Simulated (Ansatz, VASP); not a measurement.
## One calculation of LiBr, two programs

Contents of POSCAR:

```
LiBr
1.0
    0.0000000000      2.7395650468      2.7395650468
    2.7395650468      0.0000000000      2.7395650468
    2.7395650468      2.7395650468      0.0000000000
Li Br
1 1
Direct
    0.0000000000      0.0000000000      0.0000000000
    0.5000000000      0.5000000000      0.5000000000
```

The input INCAR.step1:

```
  PREC = Accurate
  ENCUT = 650
  EDIFF = 1E-5
  ISMEAR = 0
  SIGMA = 0.01
  LREAL = F
  LASPH = T
  NELM = 120
  ALGO = Normal
  ISIF = 2
  LWAVE = T
  LCHARG = F
  GGA = PE
  NBANDS = 12
  GGA_COMPAT = F
```

File INCAR.step2:

```
  PREC = Accurate
  ENCUT = 650
  EDIFF = 1E-6
  ISMEAR = 0
  SIGMA = 0.01
  LREAL = F
  LASPH = T
  NELM = 120
  ALGO = Normal
  ISIF = 2
  LWAVE = F
  LCHARG = F
  GGA = PE
  LHFCALC = T
  AEXX = 0.2
  HFSCREEN = 0.3
  PRECFOCK = Normal
  ISTART = 1
  NBANDS = 12
  GGA_COMPAT = F
```

Contents of KPOINTS:

```
regular mesh
0
Gamma
  4 4 4
```

Input for Ansatz:

```yaml
crystal:
  lattice:
    - [0.0, 2.7395650468, 2.7395650468]
    - [2.7395650468, 0.0, 2.7395650468]
    - [2.7395650468, 2.7395650468, 0.0]
  atoms:
    - { symbol: Li, position: [0.0, 0.0, 0.0] }
    - { symbol: Br, position: [0.5, 0.5, 0.5] }
kpoints:
  mp_grid: { grid: [4, 4, 4] }
hamiltonian:
  xc: { exchange: pbe, correlation: pbe, exx: { coeff: 0.2, omega: 0.3 } }
scf:
  occupations: { method: fixed }
  n_extra_bands: 4
output:
  forces: true
  stress: true
  eigenvalues: true
```

Alike in both runs: task single point; functional PBE-based screened hybrid with a share of 0.2 of exact exchange and HFSCREEN = 0.3; k mesh 4 × 4 × 4; no spin polarisation.

|  | VASP | Ansatz |
| --- | --- | --- |
| version | VASP 6.6.1 | Ansatz 0.2.0 |
| potentials or method | VASP PAW PBE potentials, release 64 (Li_sv, Br) | plane waves |
| plane-wave cutoff (eV) | 650 | 420 |
| occupations | gaussian, width 0.01 eV | fixed |
| valence electrons in the cell | 10 | 10 |

Ansatz gave:

| Quantity | Value |
| --- | --- |
| gap on the k mesh at the Fermi level (eV) | 5.79 |
| pressure (GPa) | 0.2 |

**Question.** What did VASP give for the same quantities?

**Answer.** gap on the k mesh at the Fermi level (eV): 5.79; pressure (GPa): 0.1.

VASP's potentials were made for PBE, not for PBE-based screened hybrid. Ansatz's warnings: stress exchange threshold loose, stress scf threshold loose.

The k mesh is coarse, so the values compare programs but aren't converged.
